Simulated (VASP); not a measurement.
A run of VASP 6.6.1 is set up as follows.

File INCAR:

```
PREC = Accurate ; ENCUT = 520
EDIFF = 1E-6 ; ISMEAR = 0
SIGMA = 0.02 ; LREAL = F
LASPH = T ; NELM = 60
ALGO = Normal ; ISIF = 2
LWAVE = F ; LCHARG = F
LDIPOL = T ; IDIPOL = 3
DIPOL = 0.5 0.5 0.500 ; GGA = PE
IVDW = 12 ; IBRION = 2
NSW = 60 ; EDIFFG = -0.01
```

KPOINTS

```
Automatic mesh
0
Gamma
  6 6 1
```

Contents of POSCAR:

```
SnO
1.0
    4.0879982753     -0.0000154406      0.0000000000
    0.0000155172      4.0879982753      0.0000000000
    0.0000000000      0.0000000000     30.6349243850
Sn O
2 2
Direct
    0.7499972365      0.2500027635      0.4614157227
    0.2499972364      0.7500027635      0.5385842773
    0.2499972364      0.2500027636      0.5000000000
    0.7499972365      0.7500027636      0.5000000000
```

Potentials or basis: VASP PAW PBE potentials, release 64 (Sn_d, O).

Command:

```console
$ cat potpaw_PBE.64/Sn_d/POTCAR potpaw_PBE.64/O/POTCAR > POTCAR
$ mpirun -np 1 vasp_std > vasp.out
```

Estimate the energy gained by relaxing.

26.2 meV/atom.

Predict the band gap on the k mesh.

2.16 eV (least direct gap 2.18 eV).

Predict the dispersion energy per atom.

-0.121 eV.

Forces on the atoms (eV/Å):
```
Sn   0.000  0.000 -0.003
Sn   0.000  0.000  0.003
O    0.000  0.000  0.000
O    0.000  0.000  0.000
```

Caveat: the cell differs from its parent crystal (biaxial strain +0.070); spin-orbit coupling is left out, which moves the levels of the heavy elements.
